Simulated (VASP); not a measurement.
A run of VASP 6.6.1 is set up as follows.

INCAR

```
SYSTEM = TiO2
PREC = Accurate ; ENCUT = 520
EDIFF = 1E-7 ; ISMEAR = -1
SIGMA = 0.05 ; LREAL = .FALSE.
LASPH = .TRUE. ; NELM = 100
ALGO = Normal ; ISIF = 2
LWAVE = .FALSE. ; LCHARG = .FALSE.
GGA = PE ; NBANDS = 46
```

Contents of KPOINTS:

```
Automatic mesh
0
G
  7 4 3
  0 0 0
```

File POSCAR:

```
TiO2
1.0
    2.9682645463      0.0000000000      0.0000000000
    0.0002080834      4.7076067549      0.0000000000
    1.4835696211      0.2423534620      7.0834647979
Ti O
3 6
Direct
    0.0033718700      0.0003888100      0.0007031900
    0.3446402100      0.4802596500      0.3169598700
    0.6617081400      0.5204743600      0.6844963600
    0.4400381600      0.1854376900      0.1285388000
    0.7779263400      0.2977287500      0.4518780700
    0.1012362400      0.3089534200      0.8062432200
    0.9064972100      0.6918369900      0.1951715700
    0.2294071500      0.7030072800      0.5495147300
    0.5680256700      0.8153000600      0.8728271800
```

Potentials or basis: VASP PAW PBE potentials, release 64 (Ti_sv, O).

The run is started by

```console
$ cat potpaw_PBE.64/Ti_sv/POTCAR potpaw_PBE.64/O/POTCAR > POTCAR
$ mpirun -np 1 vasp_std > vasp.out
```

(1) What does it give for the pressure?

(2) What does it give for the band gap on the k mesh?

(3) Estimate the largest force.

Results:

(1) 4.4 GPa.

(2) 2.27 eV, indirect (least direct gap 2.30 eV).

(3) 0.183 eV/Å.
